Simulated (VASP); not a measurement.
A run of VASP 6.6.1 is set up as follows.

File INCAR:

```
SYSTEM = Si
ALGO = Normal
EDIFF = 1E-7
ENCUT = 520
GGA = PE
ISIF = 2
ISMEAR = -1
LASPH = .TRUE.
LCHARG = .FALSE.
LREAL = Auto
LWAVE = .FALSE.
NBANDS = 163
NELECT = 250.0
NELM = 60
PREC = Accurate
SIGMA = 0.02
```

File KPOINTS:

```
k-points
0
G
  1 1 1
  0 0 0
```

File POSCAR:

```
Si
1.0
   10.8600000000      0.0000000000      0.0000000000
    0.0000000000     10.8600000000      0.0000000000
    0.0000000000      0.0000000000     10.8600000000
Si
63
Direct
    0.4993918969      0.0014514733      0.0004886740
    0.6251330571      0.1249519337      0.1248085635
    0.7499342541      0.2501247698     -0.0003186924
    0.8751178637      0.3749337937      0.1247845304
    0.7495108656     -0.0001891344      0.2498733886
    0.8767054328      0.1234243094      0.3727451197
    0.0002099448     -0.0001830571     -0.0009680479
    0.1230813996      0.1234609576      0.1261846225
    0.2515955801      0.2492562615      0.0004764273
    0.3751335175      0.3749776243      0.1247577348
    0.5002549724      0.4998084715     -0.0003420810
    0.6250728361      0.6249429098      0.1248174033
    0.7508321363      0.7484665746      0.0005551565
    0.8766821363      0.8769162063      0.1262614180
    0.2503309392      0.0001707182      0.2494782689
    0.3736240331      0.1234330571      0.3767781768
    0.4993953039      0.2492496317      0.2482981584
    0.6251514733      0.3749488950      0.3747833333
    0.7509158379      0.5007246777      0.2483266114
    0.8766715470      0.6265272560      0.3768385820
    0.5008011971     -0.0002570902      0.4995697053
    0.6250740331      0.1248973297      0.6247120626
    0.7508835175      0.2491651934      0.5012315838
    0.8751627993      0.3749652855      0.6246719153
    0.7508465009      0.0014461326      0.7490344383
    0.8750477901      0.1250033149      0.8748234807
   -0.0013846225      0.5007074586      0.0005204420
    0.1270990792      0.6264656538      0.1263394107
    0.2498906998      0.7500837017     -0.0009000921
    0.3736301105      0.8729160221      0.1261958564
    0.0002725599      0.2506405157      0.2498757827
    0.1251478821      0.3749256906      0.3747465009
    0.2500107735      0.4992684162      0.2499035912
    0.3736174954      0.6264754144      0.3727634438
    0.5007824125      0.7501245856      0.2499166667
    0.6251865562      0.8749294659      0.3747407919
    0.0001856354     -0.0001951197      0.4996061694
    0.1270919890      0.1232919890      0.6232023020
    0.2499092081      0.2505190608      0.4996285451
    0.3750783610      0.3748035912      0.6247284530
    0.4993510129      0.5006224678      0.5012800184
    0.6251334254      0.6248879374      0.6247764273
    0.7494381215      0.7500729282      0.4996821363
    0.8766538674      0.8729685083      0.6231945672
    0.2500022099     -0.0002431860      0.7504455801
    0.3750930939      0.1249485267      0.8747538674
    0.5002352670      0.2500278085      0.7498685083
    0.6250802026      0.3749415285      0.8747393186
    0.7500340700      0.4997714549      0.7498907919
    0.8750994475      0.6249765193      0.8747691529
    0.0001510129      0.7500373849      0.2498403315
    0.0002927256      0.4992730203      0.4995727440
    0.1230742173      0.6263702578      0.6233108656
    0.2502437385      0.7497542357      0.4999728361
    0.3736581952      0.8769154696      0.6232587477
   -0.0013967772      0.2491586556      0.7489682320
    0.1250618785      0.3749293738      0.8747502762
    0.2516417127      0.5005944751      0.7490667587
    0.3750709945      0.6249090239      0.8748762431
    0.4993778085      0.7483877532      0.7491013812
    0.6251203499      0.8749325046      0.8747820442
    0.0002196133      0.7500903315      0.7504250460
    0.1250744936      0.8749434622      0.8747226519
```

Potentials or basis: VASP PAW PBE potentials, release 64 (Si).

Launch:

```console
$ cat potpaw_PBE.64/Si/POTCAR > POTCAR
$ mpirun -np 1 vasp_gam > vasp.out
```

(1) Estimate the largest force.

Results:

(1) 0.013 eV/Å.

Caveat: the k points lie up to 0.58 Å⁻¹ apart; the cell carries a net charge on a neutralising background, which shifts energy and pressure.
